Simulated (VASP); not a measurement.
PbSe: relaxation of shape and atoms at fixed volume with PBE

Crystal: PbSe.

```
Pb Se
1.0
     4.33559    0.00000    0.00000
    -2.16779    3.75473    0.00000
     0.00000    0.00000    7.63834
Pb Se
2 2
Cartesian
  0.0000 0.0000 0.0000
  0.0000 0.0000 3.8192
  0.0000 2.5032 1.9096
  2.1678 1.2516 5.7288
```

```yaml
Program: VASP 6.6.1
Task: relaxation of shape and atoms at fixed volume
Functional: PBE
Potentials_or_basis: VASP PAW PBE potentials, release 64 (Pb_d, Se)
Cutoff: 600 eV
k_mesh: 8 × 8 × 6
Occupations: gaussian, width 0.05 eV
Spin: no spin polarisation
Dipole_correction: no
Further_INCAR_settings: ALGO = Normal; EDIFF = 1e-06; IBRION = 2; EDIFFG = -0.01; NSW = 60; ISIF = 4
```

```yaml
Energy_gained_by_relaxing: 0.1 meV/atom
Ionic_steps: 3
Pressure_after_relaxing: -0.8 GPa
Band_gap_on_the_k_mesh: 0.08 eV
```

Step by step:
```tsv
step	energy change (eV)	largest force (eV/Å)	pressure (GPa)	volume (Å³)
1	0.0000	0.0000	-0.87	124.34
2	-0.0001	0.0000	-0.85	124.34
3	-0.0002	0.0000	-0.83	124.34
```

Final structure:
```
Pb Se
1.0
     4.34224    0.00000    0.00000
    -2.17112    3.76049    0.00000
     0.00000    0.00000    7.61496
Pb Se
2 2
Direct
  0.00000 0.00000 0.00000
  0.00000 0.00000 0.50000
  0.33333 0.66667 0.25000
  0.66667 0.33333 0.75000
```

Levels at points of the mesh, in eV from the valence-band top:
```tsv
k point	band 17	band 18	band 19	band 20	band 21	band 22	band 23	band 24
(0.00, 0.00, 0.00)	-1.71	-1.27	-1.27	0.00	0.08	2.89	2.89	2.95
(0.50, 0.00, 0.00)	-2.83	-1.41	-1.36	-0.88	0.16	1.61	2.54	3.72
(0.00, 0.00, 0.50)	-1.49	-1.49	-1.47	-1.47	2.34	2.34	2.82	2.82
(0.50, 0.00, 0.50)	-2.47	-2.47	-2.28	-2.28	2.45	2.45	2.79	2.79
```

Wall time 2.3 min on 1 thread of Oxide Virtual Turin-like Processor, on a shared host, peak memory 0.33 GiB.

Caveat: spin-orbit coupling is left out, which moves the levels of the heavy elements. A k mesh can miss the band edges.
